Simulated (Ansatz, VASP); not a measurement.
## Hf2Ti: VASP beside Ansatz

```
CELL_PARAMETERS angstrom
0.00000 4.03545 4.03545
4.03545 0.00000 4.03545
4.03545 4.03545 0.00000
ATOMIC_POSITIONS crystal
Hf 0.12500 0.12500 0.12500
Hf 0.62500 0.12500 0.12500
Hf 0.12500 0.12500 0.62500
Hf 0.12500 0.62500 0.12500
Ti 0.50000 0.50000 0.50000
Ti 0.75000 0.75000 0.75000
```

Alike in both runs: functional PBE; k mesh 8 × 8 × 8; occupations gaussian, width 0.1 eV; no spin polarisation.

Ansatz relaxed the structure, and its values are those at the end. VASP's run is a single point on that final structure, the one shown.

```csv
,VASP,Ansatz
version,VASP 6.6.1,Ansatz 0.2.0
potentials or method,"VASP PAW PBE potentials, release 64 (Hf_pv, Ti_sv)","scalar-relativistic, plane waves, PAW"
plane-wave cutoff (eV),520,420
valence electrons in the cell,64,128
```

Ansatz gave:

- gap on the k mesh at the Fermi level (eV): none
- pressure (GPa): 0.0

**Question.** Estimate VASP's values.

**Answer.** gap on the k mesh at the Fermi level (eV): none; pressure (GPa): -0.2.

A gap of «none» marks a metal or a gap that the smearing closes. VASP's potentials hold 64 valence electrons a cell and Ansatz's 128, so a difference there can come from the potentials and not from the codes.

Neither program's run includes spin-orbit coupling.
